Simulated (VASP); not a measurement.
ZnS: single point with HSE06

ZnS:

```xyz
2
Lattice="0.0000 2.6937 2.6937 2.6937 0.0000 2.6937 2.6937 2.6937 0.0000" Properties=species:S:1:pos:R:3 pbc="T T T"
Zn    0.0000    0.0000    0.0000
S     4.0405    4.0405    4.0405
```

```json
{
 "Program": "VASP 6.6.1",
 "Task": "single point",
 "Functional": "HSE06",
 "Potentials or basis": "VASP PAW PBE potentials, release 64 (Zn, S)",
 "Cutoff": "520 eV",
 "k mesh": "6 × 6 × 6",
 "Occupations": "gaussian, width 0.1 eV",
 "Spin": "no spin polarisation"
}
```

| Quantity | Value |
| --- | --- |
| Pressure | 1.7 GPa |
| Band gap on the k mesh | 3.37 eV, direct |

Levels at points of the mesh, in eV from the valence-band top:
```csv
k point,band 7,band 8,band 9,band 10,band 11,band 12
"(0.00, 0.00, 0.00)",0.00,0.00,0.00,3.37,7.68,7.68
"(0.50, 0.00, 0.00)",-5.66,-0.93,-0.93,4.56,8.18,8.18
"(0.50, 0.50, 0.00)",-5.03,-2.38,-2.38,4.35,5.25,12.62
```

Run time: 33 min on 1 × NVIDIA H100 80GB with 1 thread of AMD EPYC 7R13 Processor (Zen 3) (shared host), peak memory 1.2 GiB.

Caveat: the PAW data sets were made with another functional, which shifts forces and pressure a little.
